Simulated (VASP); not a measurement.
Here is a VASP 6.6.1 calculation.

INCAR

```
PREC = Accurate
ENCUT = 520
EDIFF = 1E-6
ISMEAR = 0
SIGMA = 0.05
LREAL = F
LASPH = T
NELM = 60
ALGO = Normal
ISIF = 2
LWAVE = F
LCHARG = F
GGA = PE
NBANDS = 15
```

Contents of KPOINTS:

```
Automatic mesh
0
Gamma
  14 14 14
```

Contents of POSCAR:

```
NiO
1.0
    1.4606491166      0.8433061606      2.3852168942
   -1.4606491166      0.8433061606      2.3852168942
    0.0000000000     -1.6866123213      2.3852168942
Ni O
1 1
Direct
    1.0000000000      0.0000000000      0.0000000000
    0.5000000000      0.5000000000      0.5000000000
```

Potentials or basis: VASP PAW PBE potentials, release 64 (Ni, O).

Launch:

```sh
$ cat potpaw_PBE.64/Ni/POTCAR potpaw_PBE.64/O/POTCAR > POTCAR
$ mpirun -np 1 vasp_std > vasp.out
```

(1) What does it give for the band gap on the k mesh?

(2) Estimate the pressure.

## Answers

(1) zero (band 8 reaches 9.71 eV, above the bottom of band 9 at 6.75 eV).

(2) 4.5 GPa.

Caveat: the run has no spin polarisation, though such a crystal can be magnetic; semilocal functionals often make such compounds metallic where correlation or magnetic order opens a gap, which also shifts bond lengths.
